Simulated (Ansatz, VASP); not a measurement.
GdRe in VASP and in Ansatz

```
Gd Re
1.0
     3.57159    0.00000    0.00000
     0.00000    3.57159    0.00000
     0.00000    0.00000    3.57159
Gd Re
1 1
Direct
  0.00000 0.00000 0.00000
  0.50000 0.50000 0.50000
```

Alike in both runs: task single point; functional PBE; k mesh 10 × 10 × 10; occupations gaussian, width 0.05 eV; collinear spin.

|  | VASP | Ansatz |
| --- | --- | --- |
| version | VASP 6.6.1 | Ansatz 0.2.0 |
| potentials or method | VASP PAW PBE potentials, release 64 (Gd, Re), cutoff 520 eV | scalar-relativistic, plane waves, PAW |
| valence electrons in the cell | 25 | 33 |

```tsv
	VASP	Ansatz	Ansatz less VASP
gap on the k mesh at the Fermi level (eV)	none	none	-
pressure (GPa)	-8.5	-8.4	+0.08
net moment per atom (μB)	2.98	2.98	-0.006
size of the moment on the site where the two differ most (μB)	6.78	6.94	+0.164
```

Site moments also hang on the region over which each program counts them. A gap of «none» marks a metal or a gap that the smearing closes. VASP's potentials hold 25 valence electrons a cell and Ansatz's 33, so a difference there can come from the potentials and not from the codes. Ansatz's warnings: stability check not made.

Spin-orbit coupling is off throughout.
